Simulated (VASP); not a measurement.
A run of VASP 6.6.1 is set up as follows.

Contents of INCAR:

```
SYSTEM = W8C8O
  ALGO = Normal
  EDIFF = 1E-6
  ENCUT = 520
  GGA = PE
  ISIF = 2
  ISMEAR = -1
  LASPH = .True.
  LCHARG = .True.
  LELF = .True.
  LREAL = Auto
  LVHAR = .True.
  LWAVE = .False.
  NBANDS = 89
  NELM = 80
  PREC = Accurate
  SIGMA = 0.05
```

KPOINTS

```
k-points
0
Gamma
  2 2 1
  0 0 0
```

File POSCAR:

```
W8C8O
1.0
    5.7832000000      0.0000000000      0.0000000000
   -2.8916000000      5.0083980000      0.0000000000
    0.0000000000      0.0000000000     15.2447000000
W C O
8 8 1
Direct
    0.0000000000      0.0000000000      0.0655965680
    0.0295856589      0.0052911130      0.2529469258
    0.0000000998      0.5000001997      0.0655965680
    0.0130695189      0.5172512248      0.2512086168
    0.5000000000      0.0000000000      0.0655965680
    0.5258892117     -0.0146553848      0.2514513241
    0.5000000998      0.5000001997      0.0655965680
    0.5090172315      0.4828290403      0.2541604623
    0.3296993004      0.1373692746      0.1572677718
    0.3436194168      0.1422810248      0.3363070444
    0.3361498751      0.6591928197      0.1541060172
    0.3069998113      0.6107142444      0.3315447336
    0.8135100382      0.1576951353      0.1387564203
    0.6016497962     -0.0451441758      0.3802698643
    0.8479000879      0.6807566012      0.1513771999
    0.8745260253      0.6782607932      0.3296358735
   -0.3567064717     -0.0651905060      0.4545317389
```

Potentials or basis: VASP PAW PBE potentials, release 64 (W_sv, C, O).

Run with:

```bash
$ cat potpaw_PBE.64/W_sv/POTCAR potpaw_PBE.64/C/POTCAR potpaw_PBE.64/O/POTCAR > POTCAR
$ mpirun -np 1 vasp_std > vasp.out
```

(1) What does it give for the largest force?

(2) Estimate the band gap on the k mesh.

## Answers

(1) 4.511 eV/Å.

(2) zero (band 75 reaches 1.37 eV, above the bottom of band 76 at 0.61 eV).

Caveat: the k points lie up to 0.63 Å⁻¹ apart; spin-orbit coupling is left out, which moves the levels of the heavy elements.
